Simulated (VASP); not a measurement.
Wanted: the native input for a VASP 6.6.1 run.

* Task: single point
* Functional: PBE
* Potentials or basis: VASP PAW PBE potentials, release 64 (Zn, S)
* Cutoff: 520 eV
* k mesh: 8 × 8 × 8
* Occupations: gaussian, width 0.05 eV
* Spin: no spin polarisation
* Dipole correction: no
* Further INCAR settings: ALGO = Normal; EDIFF = 1e-06; NBANDS = 16

The structure of ZnS lies in POSCAR:

```
ZnS
1.0
    0.0000000000      2.7215639840      2.5174466852
    2.7215639840      0.0000000000      2.5174466852
    2.7215639840      2.7215639840      0.0000000000
Zn S
1 1
Direct
    0.0000000000      0.0000000000      0.0000000000
    0.7500000000      0.7500000000      0.7500000000
```

This cell differs from its parent crystal: strain -0.0750 x Voigt [0, 0, 1, 0, 0, 0].

These files were run (other wordings do the same):

INCAR

```
ALGO = Normal ; EDIFF = 1E-6
ENCUT = 520 ; GGA = PE
ISIF = 2 ; ISMEAR = 0
LASPH = True ; LCHARG = True
LELF = True ; LREAL = False
LVHAR = True ; LWAVE = False
NBANDS = 16 ; NELM = 100
PREC = Accurate ; SIGMA = 0.05
```

KPOINTS

```
k-points
0
Gamma
  8 8 8
```

Potentials or basis: VASP PAW PBE potentials, release 64 (Zn, S).

The run is started by

```sh
$ cat potpaw_PBE.64/Zn/POTCAR potpaw_PBE.64/S/POTCAR > POTCAR
$ mpirun -np 1 vasp_std > vasp.out
```

It gave:

- Pressure: 6.4 GPa
- Band gap on the k mesh: 2.19 eV, direct

Caveat: the cell differs from its parent crystal (strain -0.0750 x Voigt [0, 0, 1, 0, 0, 0]).

It took 26 s on 1 thread of AMD EPYC 7R43 64-Core Processor (Zen 3), on a shared host, peak memory 0.14 GiB.
